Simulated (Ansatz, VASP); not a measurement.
# One calculation of PtSe2, two programs

```
Pt Se
1.0
     3.72400    0.00000    0.00000
    -1.86200    3.22508    0.00000
     0.00000    0.00000    5.06200
Pt Se
1 2
Direct
  0.00000 0.00000 0.00000
  0.33333 0.66667 0.25920
  0.66667 0.33333 0.74080
```

Alike in both runs: task electric field gradients; functional PBE; k mesh 10 × 10 × 7; occupations fermi-dirac, width 0.05 eV; non-collinear spin, spin-orbit coupling.

```csv
,VASP,Ansatz
version,VASP 6.6.1,Ansatz 0.2.0
potentials or method,"VASP PAW PBE potentials, release 64 (Pt, Se)",plane-wave PAW
plane-wave cutoff (eV),520,420
valence electrons in the cell,22,50
```

VASP gave:

```
pressure (GPa)                                                : 4.6
traceless stress, the component that is largest in VASP (GPa) : -1.62
rms of the force components (eV/Å)                            : 0.017
net moment per atom (μB)                                      : 0.00
size of Vzz on the site where it differs most (V/Å²)          : 126.4
```

**Question.** What did Ansatz give for the same quantities?

**Answer.** Pressure (GPa): 4.5; traceless stress, the component that is largest in VASP (GPa): -1.58; rms of the force components (eV/Å): 0.005; net moment per atom (μB): 0.00; size of Vzz on the site where it differs most (V/Å²): 88.3.

Atom by atom the forces differ by 0.011 eV/Å (rms over components). VASP's potentials hold 22 valence electrons a cell and Ansatz's 50, so a difference there can come from the potentials and not from the codes.
